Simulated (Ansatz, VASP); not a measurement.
## Fe in VASP and in Ansatz

INCAR

```
ALGO = Normal ; EDIFF = 1E-7
ENCUT = 520 ; GGA = PS
ISIF = 2 ; ISMEAR = 0
ISPIN = 2 ; LASPH = True
LCHARG = True ; LELF = True
LMAXMIX = 4 ; LORBIT = 11
LREAL = False ; LVHAR = True
LWAVE = False ; MAGMOM = 2.64
NBANDS = 14 ; NELM = 150
PREC = Accurate ; SIGMA = 0.15
```

The input KPOINTS:

```
k-points
0
Gamma
  24 24 24
```

Contents of POSCAR:

```
Fe
1.0
   -1.3238800000      1.3238800000      1.5541200000
    1.3238800000     -1.3238800000      1.5541200000
    1.3238800000      1.3238800000     -1.5541200000
Fe
1
Direct
    0.0000000000      0.0000000000      0.0000000000
```

Input for Ansatz:

```yaml
crystal:
  lattice:
    - [-1.32388, 1.32388, 1.55412]
    - [1.32388, -1.32388, 1.55412]
    - [1.32388, 1.32388, -1.55412]
  atoms:
    - { symbol: Fe, position: [0.0, 0.0, 0.0], spin: 2.64 }
basis:
  ecutwfc: 420
kpoints:
  mp_grid: { grid: [24, 24, 24] }
hamiltonian:
  xc: pbesol
scf:
  occupations: { method: gaussian, width: 0.15 }
output:
  forces: true
  stress: true
  eigenvalues: true
  populations: true
magnetization:
  spin_polarized: true
```

Change from the starting cell: strain -0.080 along x and y, +0.080 along z, atoms carried along.

Alike in both runs: task single point; functional PBEsol; k mesh 24 × 24 × 24; occupations gaussian, width 0.15 eV; collinear spin.

|  | VASP | Ansatz |
| --- | --- | --- |
| version | VASP 6.6.1 | Ansatz 0.2.0 |
| potentials or method | VASP PAW PBE potentials, release 64 (Fe), cutoff 520 eV | scalar-relativistic, plane waves, PAW |
| valence electrons in the cell | 8 | 16 |

VASP gave:

```
gap on the k mesh at the Fermi level (eV)                     : none
pressure (GPa)                                                : 1.0
traceless stress, the component that is largest in VASP (GPa) : -10.37
net moment per atom (μB)                                      : 2.16
size of the moment on the site where the two differ most (μB) : 2.14
```

Q: Which values does Ansatz return?

A: gap on the k mesh at the Fermi level (eV): none; pressure (GPa): 0.9; traceless stress, the component that is largest in VASP (GPa): -10.36; net moment per atom (μB): 2.15; size of the moment on the site where the two differ most (μB): 2.17.

VASP's potentials were made for PBE, not for PBEsol. Site moments also hang on the region over which each program counts them. A gap of «none» marks a metal or a gap that the smearing closes. VASP's potentials hold 8 valence electrons a cell and Ansatz's 16, so a difference there can come from the potentials and not from the codes.
